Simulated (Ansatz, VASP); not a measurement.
One calculation of KF, two programs

Contents of INCAR:

```
PREC = Accurate
ENCUT = 520
EDIFF = 1E-6
ISMEAR = 0
SIGMA = 0.05
LREAL = F
LASPH = T
NELM = 80
ALGO = Normal
ISIF = 2
LWAVE = F
LCHARG = T
GGA = RE
LELF = T
LVHAR = T
NBANDS = 15
```

The input KPOINTS:

```
Automatic mesh
0
Gamma
  8 8 8
```

POSCAR

```
KF
1.0
    0.0000000000      2.6734993184      2.6734993184
    2.6734993184      0.0000000000      2.6734993184
    2.6734993184      2.6734993184      0.0000000000
K F
1 1
Direct
    0.0000000000      0.0000000000      0.0000000000
    0.5000000000      0.5000000000      0.5000000000
```

Input for Ansatz:

```yaml
crystal:
  lattice:
    - [0.0, 2.6734993184, 2.6734993184]
    - [2.6734993184, 0.0, 2.6734993184]
    - [2.6734993184, 2.6734993184, 0.0]
  atoms:
    - { symbol: K, position: [0.0, 0.0, 0.0] }
    - { symbol: F, position: [0.5, 0.5, 0.5] }
basis:
  ecutwfc: 420
  ecutrho_ratio: 4
kpoints:
  mp_grid: { grid: [8, 8, 8] }
hamiltonian:
  xc: revpbe
scf:
  occupations: { method: gaussian, width: 0.05 }
output:
  forces: true
  stress: true
  eigenvalues: true
```

Alike in both runs: task single point; functional revPBE; k mesh 8 × 8 × 8; occupations gaussian, width 0.05 eV; no spin polarisation.

|  | VASP | Ansatz |
| --- | --- | --- |
| version | VASP 6.6.1 | Ansatz 0.2.0 |
| potentials or method | VASP PAW PBE potentials, release 64 (K_sv, F), cutoff 520 eV | scalar-relativistic, plane waves, PAW |
| valence electrons in the cell | 16 | 16 |

```csv
,VASP,Ansatz,Ansatz less VASP
gap on the k mesh at the Fermi level (eV),6.46,6.48,+0.013
least direct gap on the mesh (eV),6.46,6.48,+0.013
pressure (GPa),3.5,3.5,-0.04
```

VASP's potentials were made for PBE, not for revPBE.
